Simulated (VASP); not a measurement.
# Tl (P6_3/mmc) in VASP: a series of runs, part 2 of 3

VASP 6.6.1.

## Step 3: Relaxation of cell and atoms, PBEsol

This run uses another cell than the first one, of 28.57 Å³/atom.

Contents of INCAR:

```
SYSTEM = Tl
ALGO = Normal ; EDIFF = 1E-7
EDIFFG = -0.005 ; ENCUT = 600
GGA = PS ; IBRION = 2
ISIF = 3 ; ISMEAR = -1
LASPH = .True. ; LCHARG = .False.
LREAL = .False. ; LWAVE = .False.
NELM = 80 ; NSW = 80
PREC = Accurate ; SIGMA = 0.05
```

Contents of KPOINTS:

```
k-points
0
Gamma
  9 9 5
  0 0 0
```

Contents of POSCAR:

```
Tl
1.0
    3.4560000000      0.0000000000      0.0000000000
   -1.7280000000      2.9929837955      0.0000000000
    0.0000000000      0.0000000000      5.5250000000
Tl
2
Direct
    0.6666666667      0.3333333333      0.7500000000
    0.3333333333      0.6666666667      0.2500000000
```

Potentials or basis: VASP PAW PBE potentials, release 64 (Tl_d).

Launch:

```bash
cat potpaw_PBE.64/Tl_d/POTCAR > POTCAR
mpirun -np 1 vasp_std > vasp.out
```

OUTCAR:

```text
SYSTEM = Tl
   EDIFF = 1E-7
   EDIFFG = -0.005
   ENCUT = 600
   GGA = PS
   IBRION = 2
   ISIF = 3
   ISMEAR = -1
   LASPH = .True.
   LREAL = .False.
   NELM = 80
   NSW = 80
   PREC = Accurate

 ion  position               nearest neighbor table
   1  0.667  0.333  0.750-   2 3.41   2 3.41   2 3.41   2 3.41   2 3.41   2 3.41
   2  0.333  0.667  0.250-   1 3.41   1 3.41   1 3.41   1 3.41   1 3.41   1 3.41

  LATTYP: Found a hexagonal cell.
 ALAT       =     3.4560000000
 C/A-ratio  =     1.5986689815

  Lattice vectors:

 A1 = (   3.4560000000,   0.0000000000,   0.0000000000)
 A2 = (  -1.7280000000,   2.9929837955,   0.0000000000)
 A3 = (   0.0000000000,   0.0000000000,   5.5250000000)

Analysis of symmetry for initial positions (statically):
=====================================================================
 Subroutine PRICEL returns:
 Original cell was already a primitive cell.

 Routine SETGRP: Setting up the symmetry group for a
 hexagonal supercell.

 Subroutine GETGRP returns: Found 24 space group operations
 (whereof 12 operations were pure point group operations)
 out of a pool of 24 trial point group operations.

The static configuration has the point symmetry D_3d.
 The point group associated with its full space group is D_6h.

Analysis of symmetry for dynamics (positions and initial velocities):
=====================================================================
 Subroutine PRICEL returns:
 Original cell was already a primitive cell.

 Routine SETGRP: Setting up the symmetry group for a
 hexagonal supercell.

 Subroutine GETGRP returns: Found 24 space group operations
 (whereof 12 operations were pure point group operations)
 out of a pool of 24 trial point group operations.

The dynamic configuration has the point symmetry D_3d.
 The point group associated with its full space group is D_6h.

 Subroutine INISYM returns: Found 24 space group operations
 (whereof 12 operations are pure point group operations),
 and found     1 'primitive' translations

----------------------------------------------------------------------------------------

                                     Primitive cell

  volume of cell :      57.1492

  direct lattice vectors                    reciprocal lattice vectors
     3.456000000  0.000000000  0.000000000     0.289351852  0.167057370  0.000000000
    -1.728000000  2.992983795  0.000000000     0.000000000  0.334114739  0.000000000
     0.000000000  0.000000000  5.525000000     0.000000000  0.000000000  0.180995475

  length of vectors
     3.456000000  3.456000000  5.525000000     0.334114739  0.334114739  0.180995475

  position of ions in fractional coordinates (direct lattice)
     0.666666667  0.333333333  0.750000000
     0.333333333  0.666666667  0.250000000

  ion indices of the primitive-cell ions
   primitive index   ion index
                 1           1
                 2           2

----------------------------------------------------------------------------------------

 KPOINTS: k-points

Automatic generation of k-mesh.
[... 45 lines left out ...]
  0.333333  0.222222  0.200000     24.000000
  0.333333  0.333333  0.200000      4.000000
 [... further k-points ...]
   k-points           NKPTS =     36   k-points in BZ     NKDIM =     36   number of bands    NBANDS=     17
   number of dos      NEDOS =    301   number of ions     NIONS =      2
   total plane-waves  NPLWV =  37632
   dimension x,y,z NGX =    28 NGY =   28 NGZ =   48
   dimension x,y,z NGXF=    56 NGYF=   56 NGZF=   96
   ions per type =               2
   NGX,Y,Z   is equivalent  to a cutoff of  13.47, 13.47, 14.44 a.u.
   NGXF,Y,Z  is equivalent  to a cutoff of  26.94, 26.94, 28.89 a.u.
 SYSTEM =  Tl
   PREC   = accura    normal or accurate (medium, high low for compatibility)
   ISTART =      0    job   : 0-new  1-cont  2-samecut
   ICHARG =      2    charge: 1-file 2-atom 10-const
   ISPIN  =      1    spin polarized calculation?
   LNONCOLLINEAR =      F non collinear calculations
   LSORBIT =      F    spin-orbit coupling
   LASPH  =      T    aspherical Exc in radial PAW
   ENCUT  =  600.0 eV  44.10 Ry    6.64 a.u.   6.90  6.90 11.03*2*pi/ulx,y,z
   NELM   =     80;   NELMIN=  2; NELMDL= -5     # of ELM steps
   EDIFF  = 0.1E-06   stopping-criterion for ELM
   LREAL  =      F    real-space projection
   EDIFFG = -.5E-02   stopping-criterion for IOM
   NSW    =     80    number of steps for IOM
   IBRION =      2    ionic relax: 0-MD 1-quasi-New 2-CG
   NFREE  =      1    steps in history (QN), initial steepest desc. (CG)
   ISIF   =      3    stress and relaxation
   ISYM   =      2    0-nonsym 1-usesym 2-fastsym
   POTIM  = 0.5000    time-step for ionic-motion
   TEBEG  =    0.0;   TEEND  =   0.0 temperature during run
   PSTRESS=    0.0 pullay stress
   NELECT =      26.0000    total number of electrons
   NUPDOWN=      -1.0000    fix difference up-down
   EMIN   =  10.00;   EMAX   =-10.00  energy-range for DOS
   EFERMI =   0.00;   METHOD = LEGACY
   ISMEAR =    -1;   SIGMA  =   0.05  broadening in eV -4-tet -1-fermi 0-gaus
   EFERMI_NEDOS =   21; number of points for ismear=-14 and -15
   IALGO  =     38    algorithm
   IMIX   =      4    mixing-type and parameters
     AMIX     =   0.40;   BMIX     =  1.00
     AMIX_MAG =   1.60;   BMIX_MAG =  1.00
  volume/ion in A,a.u.               =      28.57       192.83
  Fermi-wavevector in a.u.,A,eV,Ry     =   1.259107  2.379366 21.569987  1.585349
  Thomas-Fermi vector in A             =   2.392683
   LORBIT       =      0    0 simple, 1 ext, 2 COOP (PROOUT), +10 PAW based schemes
   GGA     = PS    functional components
   LHFCALC =     F    Hartree Fock is set to
   AEXX    =    0.0000 exact exchange contribution
   IVDW    =     0    specifies the selected vdW correction
   LEPSILON=     F    determine dielectric tensor
   LRPA    =     F    only Hartree local field effects (RPA)
 conjugate gradient relaxation of ions
 non-spin polarized calculation
  energy-cutoff  :      600.00
  volume of cell :       57.15
 maximum number of plane-waves:      1917
 NGX is ok and might be reduce to    28
   NGX = 13   NGY = 13   NGZ = 23

--------------------------------------- Ionic step        1  -------------------------------------------

 number of electron      25.9999999 magnetization

 Free energy of the ion-electron system (eV)
  ---------------------------------------------------
  ext. energy  EPLUGINS =         0.00000000
  ---------------------------------------------------
  free energy    TOTEN  =        -5.24407567 eV

  energy without entropy =       -5.22958228  energy(sigma->0) =       -5.23682898

------------------------ aborting loop because EDIFF is reached ----------------------------------------

  FORCE on cell =-STRESS in cart. coord.  units (eV):
  Direction    XX          YY          ZZ          XY          YZ          ZX
  --------------------------------------------------------------------------------------
  -------------------------------------------------------------------------------------
  Total       -0.0727775     -0.0727775      0.3815404      0.0000000      0.0000000      0.0000000
  in kB       -2.0403160     -2.0403160     10.6964768      0.0000000      0.0000000      0.0000000
  external PRESSURE =       2.2052816 kB  Pullay stress =       0.0000000 kB
[... 239 lines left out ...]
--------------------------------------- Ionic step        8  -------------------------------------------

 number of electron      26.0000005 magnetization

 Free energy of the ion-electron system (eV)
  ---------------------------------------------------
  ext. energy  EPLUGINS =         0.00000000
  ---------------------------------------------------
  free energy    TOTEN  =        -5.25155066 eV

  energy without entropy =       -5.23850127  energy(sigma->0) =       -5.24502596

 E-fermi :   6.3751     XC(G=0): -10.3629

 val. band max:        6.3566909087   @ k =   0.3333   0.1111   0.4000
 cond. band min:       6.4954470979   @ k =   0.3333   0.2222   0.2000
 fundamental gap:      0.1387561892
 Fermi energy:         6.3750970833

 k-point     1 :       0.0000    0.0000    0.0000
  band No.  band energies     occupation
      1      -5.3844      2.00000
      2      -5.1953      2.00000
      3      -5.1315      2.00000
      4      -5.1315      2.00000
      5      -5.0866      2.00000
      6      -5.0866      2.00000
[... 457 lines left out ...]
      4      -4.9901      2.00000
      5      -4.9896      2.00000
      6      -4.9896      2.00000
[... 9 lines left out ...]
     16       8.2520      0.00000
     17      11.0191      0.00000

 [... further k-points ...]

------------------------ aborting loop because EDIFF is reached ----------------------------------------

  FORCE on cell =-STRESS in cart. coord.  units (eV):
  Direction    XX          YY          ZZ          XY          YZ          ZX
  --------------------------------------------------------------------------------------
  -------------------------------------------------------------------------------------
  Total        0.0051354      0.0051354      0.0004812      0.0000000     -0.0000000      0.0000000
  in kB        0.1437588      0.1437588      0.0134694      0.0000000     -0.0000000      0.0000000
  external PRESSURE =       0.1003290 kB  Pullay stress =       0.0000000 kB
[... 17 lines left out ...]
  FREE ENERGIE OF THE ION-ELECTRON SYSTEM (eV)
  ---------------------------------------------------
  free  energy   TOTEN  =        -5.2515506603 eV

  energy  without entropy=       -5.2385012686  energy(sigma->0) =       -5.24502596

 reached required accuracy - stopping structural energy minimisation
```

It took 1.9 min on 1 thread of Intel Xeon Platinum 8488C (Sapphire Rapids), shared host; peak memory 0.2 GiB.

Results:

```
Free energy                           : -5.2516 eV
Relaxed volume                        : 28.62 Å³/atom
Relaxed cell                          : a = 3.401 Å, b = 3.401 Å, c = 5.712 Å, α = 90.00°, β = 90.00°, γ = 120.00°
Space group after relaxing (to 0.1 Å) : P6_3/mmc (No. 194)
Energy gained by relaxing             : 3.7 meV/atom
Ionic steps                           : 8
Pressure after relaxing               : 0.0 GPa
Band gap on the k mesh                : zero (bands 13 and 14 overlap by 3.34 eV)
```

The path:
| step | energy change (eV) | largest force (eV/Å) | pressure (GPa) | volume (Å³) |
| --- | --- | --- | --- | --- |
| 1 | 0.0000 | 0.0000 | 0.22 | 57.15 |
| 2 | -0.0030 | 0.0000 | -0.04 | 57.47 |
| 3 | -0.0052 | 0.0000 | -0.45 | 58.05 |
| 4 | -0.0074 | 0.0000 | -0.07 | 57.37 |
| 5 | -0.0075 | 0.0000 | 0.03 | 57.22 |
| 6 | -0.0075 | 0.0000 | 0.04 | 57.21 |
| 7 | -0.0075 | 0.0000 | 0.05 | 57.19 |
| 8 | -0.0075 | 0.0000 | 0.01 | 57.23 |

Final structure:
```xyz
2
Lattice="3.4014 0.0000 0.0000 -1.7007 2.9457 0.0000 0.0000 0.0000 5.7122" Properties=species:S:1:pos:R:3 pbc="T T T"
Tl    1.7007    0.9819    4.2841
Tl    0.0000    1.9638    1.4280
```

Levels at points of the mesh, in eV from the Fermi level:
```tsv
k point	band 10	band 11	band 12	band 13	band 14	band 15	band 16	band 17
(0.00, 0.00, 0.00)	-11.04	-10.06	-5.59	-3.02	8.58	8.58	9.70	10.52
```

Caveat: the PAW data sets were made with another functional, which shifts forces and pressure a little; spin-orbit coupling is left out, which moves the levels of the heavy elements.

## Step 4: Relaxation of cell and atoms, PBEsol, target pressure 5 GPa, at which the enthalpy is minimised

This run uses another cell than the first one, of 28.57 Å³/atom.

Contents of INCAR:

```
SYSTEM = Tl
PREC     = Accurate       ! precision mode
ENCUT    = 600            ! plane-wave cutoff, eV
EDIFF    = 1E-6           ! SCF threshold, eV
ISMEAR   = -1             ! smearing method
SIGMA    = 0.05           ! smearing width, eV
LREAL    = .FALSE.        ! projectors in reciprocal space
LASPH    = .TRUE.         ! aspherical terms in the spheres
NELM     = 80             ! most SCF steps
ALGO     = Normal         ! electronic algorithm
ISIF     = 3              ! what is computed and relaxed
LWAVE    = .FALSE.        ! write WAVECAR
LCHARG   = .FALSE.        ! write CHGCAR
GGA      = PS             ! functional
IBRION   = 2              ! ionic algorithm
NSW      = 80             ! ionic steps
EDIFFG   = -0.005         ! ionic threshold
PSTRESS  = 50.0
```

Contents of KPOINTS:

```
Automatic mesh
0
G
  9 9 5
  0 0 0
```

POSCAR is that of step 3.

Launch:

```bash
cat potpaw_PBE.64/Tl_d/POTCAR > POTCAR
mpirun -np 1 vasp_std > vasp.out
```

It took 3 min on 1 thread of Intel Xeon Platinum 8488C (Sapphire Rapids), shared host; peak memory 0.22 GiB.

Results (log left out):

- Free energy: -5.1720 eV
- Relaxed volume: 25.80 Å³/atom
- Relaxed cell: a = 3.283 Å, b = 3.283 Å, c = 5.530 Å, α = 90.00°, β = 90.00°, γ = 120.00°
- Space group after relaxing (to 0.1 Å): P6_3/mmc (No. 194)
- Energy change on relaxing (the run minimises the enthalpy): +36.0 meV/atom
- Ionic steps: 16
- Pressure after relaxing: 5.0 GPa
- Band gap on the k mesh: zero (bands 13 and 14 overlap by 3.80 eV)

Step by step:
```
step  energy change (eV)  largest force (eV/Å)  pressure (GPa)  volume (Å³)
   1              0.0000                0.0000            0.22        57.15
   2              0.1260                0.0000            6.76        50.38
   3              0.0799                0.0000            5.10        51.66
   4              0.0764                0.0000            5.09        51.62
   5              0.0770                0.0000            5.20        51.47
   6              0.0746                0.0000            5.13        51.53
   7              0.0749                0.0000            5.14        51.52
   8              0.0748                0.0000            5.14        51.52
   9              0.0674                0.0000            4.85        51.76
  10              0.0712                0.0000            5.01        51.64
  11              0.0710                0.0000            5.00        51.64
  12              0.0709                0.0000            5.03        51.64
  13              0.0691                0.0000            4.91        51.70
  14              0.0705                0.0000            4.91        51.66
  15              0.0708                0.0000            4.97        51.65
  16              0.0720                0.0000            4.98        51.61
```

Final structure:
```yaml
crystal:
  lattice:
    - [3.28270, 0.00000, 0.00000]
    - [-1.64135, 2.84290, 0.00000]
    - [0.00000, 0.00000, 5.52993]
  atoms:
    - { symbol: Tl, position: [0.66667, 0.33333, 0.75000] }
    - { symbol: Tl, position: [0.33333, 0.66667, 0.25000] }
```

Levels at points of the mesh, in eV from the Fermi level:
| k point | band 10 | band 11 | band 12 | band 13 | band 14 | band 15 | band 16 | band 17 |
| --- | --- | --- | --- | --- | --- | --- | --- | --- |
| (0.00, 0.00, 0.00) | -11.10 | -10.85 | -5.64 | -3.53 | 9.35 | 9.35 | 10.27 | 10.77 |

Caveat: the cell is relaxed towards a set pressure, so the run minimises the enthalpy, not the energy; the PAW data sets were made with another functional, which shifts forces and pressure a little; spin-orbit coupling is left out, which moves the levels of the heavy elements.

## Step 5: Relaxation of cell and atoms, PBEsol, target pressure 10 GPa, at which the enthalpy is minimised

This run uses another cell than the first one, of 28.57 Å³/atom.

Contents of INCAR:

```
  PREC = Accurate
  ENCUT = 600
  EDIFF = 1E-7
  ISMEAR = -1
  SIGMA = 0.05
  LREAL = False
  LASPH = True
  NELM = 60
  ALGO = Normal
  ISIF = 3
  LWAVE = False
  LCHARG = False
  GGA = PS
  IBRION = 2
  NSW = 80
  EDIFFG = -0.005
  PSTRESS = 100.0
```

Contents of KPOINTS:

```
Automatic mesh
0
Gamma
  9 9 5
```

POSCAR is that of step 4.

Launch:

```bash
cat potpaw_PBE.64/Tl_d/POTCAR > POTCAR
mpirun -np 1 vasp_std > vasp.out
```

It took 2.4 min on 1 thread of Intel Xeon Platinum 8488C (Sapphire Rapids), shared host; peak memory 0.21 GiB.

The run converged. Its results:

| Quantity | Value |
| --- | --- |
| Free energy | -5.0161 eV |
| Relaxed volume | 24.11 Å³/atom |
| Relaxed cell | a = 3.207 Å, b = 3.207 Å, c = 5.413 Å, α = 90.00°, β = 90.00°, γ = 120.00° |
| Space group after relaxing (to 0.1 Å) | P6_3/mmc (No. 194) |
| Energy change on relaxing (the run minimises the enthalpy) | +114.0 meV/atom |
| Ionic steps | 10 |
| Pressure after relaxing | 10.0 GPa |
| Band gap on the k mesh | zero (bands 13 and 14 overlap by 4.11 eV) |

Step by step:
| step | energy change (eV) | largest force (eV/Å) | pressure (GPa) | volume (Å³) |
| --- | --- | --- | --- | --- |
| 1 | 0.0000 | 0.0000 | 0.22 | 57.15 |
| 2 | 0.6314 | 0.0000 | 19.91 | 43.90 |
| 3 | 0.2346 | 0.0000 | 9.94 | 48.31 |
| 4 | 0.2451 | 0.0000 | 10.25 | 48.15 |
| 5 | 0.2413 | 0.0000 | 10.28 | 48.09 |
| 6 | 0.2462 | 0.0000 | 10.50 | 47.94 |
| 7 | 0.2424 | 0.0000 | 10.40 | 47.99 |
| 8 | 0.2430 | 0.0000 | 10.42 | 47.98 |
| 9 | 0.2090 | 0.0000 | 9.46 | 48.53 |
| 10 | 0.2280 | 0.0000 | 10.00 | 48.21 |

Final structure:
```
Tl
1.0
     3.20690    0.00000    0.00000
    -1.60345    2.77726    0.00000
     0.00000    0.00000    5.41335
Tl
2
Direct
  0.66667 0.33333 0.75000
  0.33333 0.66667 0.25000
```

Levels at points of the mesh, in eV from the Fermi level:
```csv
k point,band 11,band 12,band 13,band 14,band 15,band 16
"(0.00, 0.00, 0.00)",-11.16,-5.67,-3.91,9.88,9.88,10.58
```

Caveat: the cell is relaxed towards a set pressure, so the run minimises the enthalpy, not the energy; the volume moved by over 15 % at a fixed basis, so the end points are rough; the PAW data sets were made with another functional, which shifts forces and pressure a little; spin-orbit coupling is left out, which moves the levels of the heavy elements.

(Part 2 of 3 ends here.)

The gap in the log of VASP goes by the Fermi energy; the results here count the filled bands.